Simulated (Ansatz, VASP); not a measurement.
SnSe2 in VASP and in Ansatz

```xyz
3
Lattice="5.2656 0.0000 0.0000 0.0000 5.2656 0.0000 0.0000 0.0000 6.2622" Properties=species:S:1:pos:R:3 pbc="T T T"
Sn    0.0000    0.0000    0.0000
Se    0.0000    2.6328    0.0000
Se    2.6328    0.0000    0.0000
```

Alike in both runs: task relaxation of cell and atoms; functional PBE; k mesh 10 × 10 × 8; occupations gaussian, width 0.1 eV; no spin polarisation.

|  | VASP | Ansatz |
| --- | --- | --- |
| version | VASP 6.6.1 | Ansatz 0.2.0 |
| potentials or method | VASP PAW PBE potentials, release 64 (Sn_d, Se), cutoff 600 eV | scalar-relativistic, plane waves, PAW |
| valence electrons in the cell | 26 | 46 |

```csv
,VASP,Ansatz,Ansatz less VASP
"gap on the k mesh at the Fermi level, each at its own relaxed structure (eV)",none,none,-
relaxed volume (Å³/atom),57.88,57.88,0.000
relaxed length of the cell vector where the two differ most in proportion (Å),6.262,6.262,0.0000
```

A gap of «none» marks a metal or a gap that the smearing closes. VASP's potentials hold 26 valence electrons a cell and Ansatz's 46, so a difference there can come from the potentials and not from the codes. Ansatz's warnings: xc potential rough in thin density.

Noted on VASP's run: the relaxation stopped at its first step, so nothing moved.
